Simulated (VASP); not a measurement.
Runs of VASP 6.6.1 on CeO2. Symmetry: Fm-3m, No. 225, cubic system. The conventional cell has a = 5.410 Å, b = 5.410 Å, c = 5.410 Å, α = 90.00°, β = 90.00°, γ = 90.00°. Within 3.1 Å of Ce (site symmetry m-3m) lie 8 O at 2.34 Å. Within 3.1 Å of O (site symmetry -43m) lie 4 Ce at 2.34 Å and 6 O at 2.70 Å. 

```tsv
level	grid for exact exchange (PRECFOCK)	share of exact exchange	screening parameter	gap on the mesh (eV)	pressure (GPa)
PBE	-	-	-	1.95	5.5
PBE-based screened hybrid with 15 % exact exchange	Normal	0.15	0.3 1/Å	(b)	(a)
PBE-based screened hybrid with 30 % exact exchange	Normal	0.3	0.20787 1/Å	3.93	-3.0
PBE-based global hybrid with 10 % exact exchange	Normal	0.1	-	(c)	2.5
PBE-based global hybrid with 50 % exact exchange	Normal	0.5	-	7.25	-7.3
```

Alike in all rows: task single point; potentials or basis VASP PAW PBE potentials, release 64 (Ce, O); no spin polarisation; cell as given; k mesh 4 × 4 × 4; cutoff (eV) 520; smearing gaussian 0.05 eV.

Task: Fill in the values left out.

Result: (a) 1.2; (b) 2.71; (c) 2.85.

Caveats: all runs use coarse meshes; spin-orbit coupling is left out, which moves the levels of the heavy elements; the PAW data sets were made with another functional, which shifts forces and pressure a little (at least some runs); semilocal functionals describe open f shells poorly, which spoils levels, moments and volumes (at least some runs).

A k mesh can miss the band edges, and the runs leave out spin-orbit coupling on Ce.
